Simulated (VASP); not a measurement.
# SrO (Fm-3m) in VASP: a series of runs, part 2 of 2

VASP 6.6.1.

## (4) Electric field gradients, PBE (volume scaled by 1.025)

INCAR reads:

```
  PREC = Accurate
  ENCUT = 520
  EDIFF = 1E-8
  ISMEAR = -1
  SIGMA = 0.02
  LREAL = False
  LASPH = True
  NELM = 80
  ALGO = Normal
  ISIF = 2
  LWAVE = False
  LCHARG = False
  GGA = PE
  LEFG = True
  NBANDS = 15
```

KPOINTS reads:

```
regular mesh
0
Gamma
  8 8 8
```

POSCAR reads:

```
SrO
1.0
    0.0000000000      2.5910389797      2.5910389797
    2.5910389797      0.0000000000      2.5910389797
    2.5910389797      2.5910389797      0.0000000000
Sr O
1 1
Direct
    0.0000000000      0.0000000000      0.0000000000
    0.5000000000      0.5000000000      0.5000000000
```

Potentials or basis: VASP PAW PBE potentials, release 64 (Sr_sv, O).

Command:

```sh
$ cat potpaw_PBE.64/Sr_sv/POTCAR potpaw_PBE.64/O/POTCAR > POTCAR
$ mpirun -np 1 vasp_std > vasp.out
```

OUTCAR:

```text
PREC = Accurate
   ENCUT = 520
   EDIFF = 1E-8
   ISMEAR = -1
   LREAL = False
   LASPH = True
   NELM = 80
   ISIF = 2
   GGA = PE

 ion  position               nearest neighbor table
   1  0.000  0.000  0.000-   2 2.59   2 2.59   2 2.59   2 2.59   2 2.59   2 2.59
   2  0.500  0.500  0.500-   1 2.59   1 2.59   1 2.59   1 2.59   1 2.59   1 2.59

  LATTYP: Found a face centered cubic cell.
 ALAT       =     5.1820779594

  Lattice vectors:

 A1 = (   0.0000000000,   2.5910389797,   2.5910389797)
 A2 = (   2.5910389797,   0.0000000000,   2.5910389797)
 A3 = (   2.5910389797,   2.5910389797,   0.0000000000)

Analysis of symmetry for initial positions (statically):
=====================================================================
 Subroutine PRICEL returns:
 Original cell was already a primitive cell.

 Routine SETGRP: Setting up the symmetry group for a
 face centered cubic supercell.

 Subroutine GETGRP returns: Found 48 space group operations
 (whereof 48 operations were pure point group operations)
 out of a pool of 48 trial point group operations.

The static configuration has the point symmetry O_h .

Analysis of symmetry for dynamics (positions and initial velocities):
=====================================================================
 Subroutine PRICEL returns:
 Original cell was already a primitive cell.

 Routine SETGRP: Setting up the symmetry group for a
 face centered cubic supercell.

 Subroutine GETGRP returns: Found 48 space group operations
 (whereof 48 operations were pure point group operations)
 out of a pool of 48 trial point group operations.

The dynamic configuration has the point symmetry O_h .
[... 164 lines left out ...]
     10       7.7134      0.00000
     11       7.7134      0.00000
     12       7.7134      0.00000
     13       9.8286      0.00000
     14       9.8286      0.00000
[... 401 lines left out ...]
      2     -14.6840      2.00000
      3     -12.9373      2.00000
      4     -12.7894      2.00000
      5     -11.7364      2.00000
      6       0.0080      2.00000
      7       0.7124      2.00000
      8       0.7794      2.00000
      9       7.8370      0.00000
     10       8.1942      0.00000
     11      10.6661      0.00000
     12      10.9001      0.00000
     13      12.9297      0.00000
     14      14.2368      0.00000
     15      14.6200      0.00000

 [... further k-points ...]
[... 5 lines left out ...]
  --------------------------------------------------------------------------------------
  -------------------------------------------------------------------------------------
  Total        0.2531370      0.2531370      0.2531370      0.0000000     -0.0000000     -0.0000000
  in kB       11.6577418     11.6577418     11.6577418      0.0000000     -0.0000000     -0.0000000
  external PRESSURE =      11.6577418 kB  Pullay stress =       0.0000000 kB

 VOLUME and BASIS-vectors are now :
 -----------------------------------------------------------------------------
  energy-cutoff  :      520.00
  volume of cell :       34.79
      direct lattice vectors                 reciprocal lattice vectors
     0.000000000  2.591038980  2.591038980    -0.192972782  0.192972782  0.192972782
     2.591038980  0.000000000  2.591038980     0.192972782 -0.192972782  0.192972782
     2.591038980  2.591038980  0.000000000     0.192972782  0.192972782 -0.192972782

 POSITION                                       TOTAL-FORCE (eV/Angst)
 -----------------------------------------------------------------------------------
      0.00000      0.00000      0.00000         0.000000      0.000000     -0.000000
      2.59104      2.59104      2.59104         0.000000     -0.000000      0.000000
 -----------------------------------------------------------------------------------
    total drift:                                0.000000      0.000000      0.000000

  FREE ENERGIE OF THE ION-ELECTRON SYSTEM (eV)
  ---------------------------------------------------
  free  energy   TOTEN  =       -12.0531758247 eV

  energy  without entropy=      -12.0531758247  energy(sigma->0) =      -12.05317582

 Electric field gradients (V/A^2)
---------------------------------------------------------------------
 ion       V_xx      V_yy      V_zz      V_xy      V_xz      V_yz
---------------------------------------------------------------------
   1       0.000    -0.000     0.000     0.000     0.000     0.000
   2      -0.000     0.000     0.000     0.000     0.000     0.000
---------------------------------------------------------------------

 Electric field gradients after diagonalization (V/A^2)
 (convention: |V_zz| > |V_xx| > |V_yy|)
----------------------------------------------------------------------
 ion       V_xx      V_yy      V_zz     asymmetry (V_yy - V_xx)/ V_zz
----------------------------------------------------------------------
   1      -0.000    -0.000     0.000       0.000
   2      -0.000    -0.000     0.000       0.000
----------------------------------------------------------------------

           NMR quadrupolar parameters

 Cq : quadrupolar parameter    Cq=e*Q*V_zz/h
 eta: asymmetry parameters     (V_yy - V_xx)/ V_zz
 Q  : nuclear electric quadrupole moment in mb (millibarn)
----------------------------------------------------------------------
 ion       Cq(MHz)       eta       Q (mb)
----------------------------------------------------------------------
   1       0.000       0.000       1.000
   2       0.000       0.000       1.000
----------------------------------------------------------------------
```

stdout:

```text
POSCAR found type information on POSCAR SrO
 POSCAR found :  2 types and       2 ions
 scaLAPACK will be used
 LDA part: xc-table for (Slater+PW92), standard interpolation
 POSCAR, INCAR and KPOINTS ok, starting setup
 FFT: planning ... GRIDC
 FFT: planning ... GRID_SOFT
 FFT: planning ... GRID
 WAVECAR not read
 entering main loop
ion   1

ion   2
```

Wall time 16 s (1 thread of Intel Xeon Platinum 8259CL at 2.50GHz (Skylake/Cascade Lake), shared host); peak memory 0.16 GiB.

What came out:

* Free energy: -12.0532 eV
* Pressure: 1.2 GPa
* Band gap on the k mesh: 3.28 eV, indirect (least direct gap 3.38 eV)

Levels at points of the mesh, in eV from the valence-band top:
```csv
k point,band 6,band 7,band 8,band 9,band 10,band 11
"(0.00, 0.00, 0.00)",0.00,0.00,0.00,3.82,6.16,6.16
"(0.50, 0.00, 0.00)",-2.13,-1.09,-1.09,6.45,8.27,8.71
"(0.50, 0.50, 0.00)",-0.47,-0.10,-0.10,3.28,7.63,10.02
```

Caveat: without QUAD_EFG the Cq values of the log hold for a quadrupole moment of 1 mb, not for the nuclei. A k mesh can miss the band edges.

## (5) Electric field gradients, PBE (volume scaled by 1.01)

INCAR reads:

```
SYSTEM = SrO
PREC = Accurate
ENCUT = 520
EDIFF = 1E-8
ISMEAR = -1
SIGMA = 0.02
LREAL = .FALSE.
LASPH = .TRUE.
NELM = 60
ALGO = Normal
ISIF = 2
LWAVE = .FALSE.
LCHARG = .FALSE.
GGA = PE
LEFG = .TRUE.
NBANDS = 15
```

KPOINTS reads:

```
Automatic mesh
0
G
  8 8 8
  0 0 0
```

POSCAR reads:

```
SrO
1.0
    0.0000000000      2.5783376042      2.5783376042
    2.5783376042      0.0000000000      2.5783376042
    2.5783376042      2.5783376042      0.0000000000
Sr O
1 1
Direct
    0.0000000000      0.0000000000      0.0000000000
    0.5000000000      0.5000000000      0.5000000000
```

Potentials or basis: VASP PAW PBE potentials, release 64 (Sr_sv, O).

Command:

```sh
$ cat potpaw_PBE.64/Sr_sv/POTCAR potpaw_PBE.64/O/POTCAR > POTCAR
$ mpirun -np 1 vasp_std > vasp.out
```

OUTCAR:

```text
SYSTEM = SrO
   PREC = Accurate
   ENCUT = 520
   EDIFF = 1E-8
   ISMEAR = -1
   LREAL = .FALSE.
   LASPH = .TRUE.
   NELM = 60
   ISIF = 2
   GGA = PE

 ion  position               nearest neighbor table
   1  0.000  0.000  0.000-   2 2.58   2 2.58   2 2.58   2 2.58   2 2.58   2 2.58
   2  0.500  0.500  0.500-   1 2.58   1 2.58   1 2.58   1 2.58   1 2.58   1 2.58

  LATTYP: Found a face centered cubic cell.
 ALAT       =     5.1566752084

  Lattice vectors:

 A1 = (   0.0000000000,   2.5783376042,   2.5783376042)
[... 644 lines left out ...]
  ---------------------------------------------------
  free  energy   TOTEN  =       -12.0469649781 eV

  energy  without entropy=      -12.0469649781  energy(sigma->0) =      -12.04696498

 Electric field gradients (V/A^2)
---------------------------------------------------------------------
 ion       V_xx      V_yy      V_zz      V_xy      V_xz      V_yz
---------------------------------------------------------------------
   1      -0.000     0.000     0.000     0.000     0.000     0.000
   2      -0.000     0.000     0.000    -0.000    -0.000    -0.000
---------------------------------------------------------------------

 Electric field gradients after diagonalization (V/A^2)
 (convention: |V_zz| > |V_xx| > |V_yy|)
----------------------------------------------------------------------
 ion       V_xx      V_yy      V_zz     asymmetry (V_yy - V_xx)/ V_zz
----------------------------------------------------------------------
   1      -0.000    -0.000     0.000       0.000
   2       0.000     0.000    -0.001       0.000
----------------------------------------------------------------------

           NMR quadrupolar parameters

 Cq : quadrupolar parameter    Cq=e*Q*V_zz/h
 eta: asymmetry parameters     (V_yy - V_xx)/ V_zz
 Q  : nuclear electric quadrupole moment in mb (millibarn)
----------------------------------------------------------------------
 ion       Cq(MHz)       eta       Q (mb)
----------------------------------------------------------------------
   1       0.000       0.000       1.000
   2      -0.000       0.000       1.000
----------------------------------------------------------------------
```

stdout:

```text
POSCAR found type information on POSCAR SrO
 POSCAR found :  2 types and       2 ions
 scaLAPACK will be used
 LDA part: xc-table for (Slater+PW92), standard interpolation
 POSCAR, INCAR and KPOINTS ok, starting setup
 FFT: planning ... GRIDC
 FFT: planning ... GRID_SOFT
 FFT: planning ... GRID
 WAVECAR not read
 entering main loop
ion   1

ion   2
```

It took 15 s on 1 thread of Intel Xeon Platinum 8259CL at 2.50GHz (Skylake/Cascade Lake), shared host; peak memory 0.16 GiB.

Results:

| Property | Result |
| --- | --- |
| Free energy | -12.0470 eV |
| Pressure | 2.5 GPa |
| Band gap on the k mesh | 3.27 eV, indirect (least direct gap 3.36 eV) |

Levels at points of the mesh, in eV from the valence-band top:
| k point | band 6 | band 7 | band 8 | band 9 | band 10 | band 11 |
| --- | --- | --- | --- | --- | --- | --- |
| (0.00, 0.00, 0.00) | 0.00 | 0.00 | 0.00 | 3.92 | 6.19 | 6.19 |
| (0.50, 0.00, 0.00) | -2.15 | -1.12 | -1.12 | 6.51 | 8.39 | 8.80 |
| (0.50, 0.50, 0.00) | -0.45 | -0.09 | -0.09 | 3.27 | 7.74 | 10.12 |

Caveat: without QUAD_EFG the Cq values of the log hold for a quadrupole moment of 1 mb, not for the nuclei. A k mesh can miss the band edges.

## (6) Electric field gradients, PBE (volume scaled by 1.01)

INCAR reads:

```
PREC = Accurate
ENCUT = 520
EDIFF = 1E-8
ISMEAR = -1
SIGMA = 0.02
LREAL = False
LASPH = True
NELM = 60
ALGO = Normal
ISIF = 2
LWAVE = False
LCHARG = False
GGA = PE
LEFG = True
NBANDS = 15
```

KPOINTS reads:

```
Automatic mesh
0
Gamma
  8 8 8
```

POSCAR is that of step 5.

Potentials or basis: VASP PAW PBE potentials, release 64 (Sr_sv, O).

Command:

```sh
$ cat potpaw_PBE.64/Sr_sv/POTCAR potpaw_PBE.64/O/POTCAR > POTCAR
$ mpirun -np 1 vasp_std > vasp.out
```

OUTCAR:

```text
PREC = Accurate
   ENCUT = 520
   EDIFF = 1E-8
   ISMEAR = -1
   LREAL = False
   LASPH = True
   NELM = 60
   ISIF = 2
   GGA = PE

 ion  position               nearest neighbor table
   1  0.000  0.000  0.000-   2 2.58   2 2.58   2 2.58   2 2.58   2 2.58   2 2.58
   2  0.500  0.500  0.500-   1 2.58   1 2.58   1 2.58   1 2.58   1 2.58   1 2.58

  LATTYP: Found a face centered cubic cell.
 ALAT       =     5.1566752084

  Lattice vectors:

 A1 = (   0.0000000000,   2.5783376042,   2.5783376042)
 A2 = (   2.5783376042,   0.0000000000,   2.5783376042)
 A3 = (   2.5783376042,   2.5783376042,   0.0000000000)

Analysis of symmetry for initial positions (statically):
=====================================================================
 Subroutine PRICEL returns:
 Original cell was already a primitive cell.

 Routine SETGRP: Setting up the symmetry group for a
 face centered cubic supercell.

[... 619 lines left out ...]
  volume of cell :       34.28
      direct lattice vectors                 reciprocal lattice vectors
     0.000000000  2.578337604  2.578337604    -0.193923402  0.193923402  0.193923402
     2.578337604  0.000000000  2.578337604     0.193923402 -0.193923402  0.193923402
     2.578337604  2.578337604  0.000000000     0.193923402  0.193923402 -0.193923402

 POSITION                                       TOTAL-FORCE (eV/Angst)
 -----------------------------------------------------------------------------------
      0.00000      0.00000      0.00000         0.000000      0.000000     -0.000000
      2.57834      2.57834      2.57834        -0.000000     -0.000000      0.000000
 -----------------------------------------------------------------------------------
    total drift:                                0.000000      0.000000      0.000000

  FREE ENERGIE OF THE ION-ELECTRON SYSTEM (eV)
  ---------------------------------------------------
  free  energy   TOTEN  =       -12.0469649781 eV

  energy  without entropy=      -12.0469649781  energy(sigma->0) =      -12.04696498

 Electric field gradients (V/A^2)
---------------------------------------------------------------------
 ion       V_xx      V_yy      V_zz      V_xy      V_xz      V_yz
---------------------------------------------------------------------
   1      -0.000     0.000     0.000     0.000     0.000     0.000
   2      -0.000     0.000     0.000    -0.000    -0.000    -0.000
---------------------------------------------------------------------

 Electric field gradients after diagonalization (V/A^2)
 (convention: |V_zz| > |V_xx| > |V_yy|)
----------------------------------------------------------------------
 ion       V_xx      V_yy      V_zz     asymmetry (V_yy - V_xx)/ V_zz
----------------------------------------------------------------------
   1      -0.000    -0.000     0.000       0.000
   2       0.000     0.000    -0.001       0.000
----------------------------------------------------------------------

           NMR quadrupolar parameters

 Cq : quadrupolar parameter    Cq=e*Q*V_zz/h
 eta: asymmetry parameters     (V_yy - V_xx)/ V_zz
 Q  : nuclear electric quadrupole moment in mb (millibarn)
----------------------------------------------------------------------
 ion       Cq(MHz)       eta       Q (mb)
----------------------------------------------------------------------
   1       0.000       0.000       1.000
   2      -0.000       0.000       1.000
----------------------------------------------------------------------
```

It took 15 s on 1 thread of Intel Xeon Platinum 8259CL at 2.50GHz (Skylake/Cascade Lake), shared host; peak memory 0.16 GiB.

Results:

* Free energy: -12.0470 eV
* Pressure: 2.5 GPa
* Band gap on the k mesh: 3.27 eV, indirect (least direct gap 3.36 eV)

Caveat: without QUAD_EFG the Cq values of the log hold for a quadrupole moment of 1 mb, not for the nuclei. A k mesh can miss the band edges.

## (7) The runs side by side

```csv
cell,gap on the mesh (eV),pressure (GPa)
"a = 3.622 Å, angles 60.0°, 2 atoms",3.26,4.5
"a = 3.634 Å, angles 60.0°, 2 atoms",3.26,3.5
"a = 3.664 Å, angles 60.0°, 2 atoms",3.28,1.2
"a = 3.646 Å, angles 60.0°, 2 atoms",3.27,2.5
```

Alike in all rows: task electric field gradients; level PBE; potentials or basis VASP PAW PBE potentials, release 64 (Sr_sv, O); no spin polarisation; k mesh 8 × 8 × 8; cutoff (eV) 520; smearing fermi-dirac 0.02 eV.

Total energies depend on the potentials used, so only differences within one code and one set of settings carry meaning.
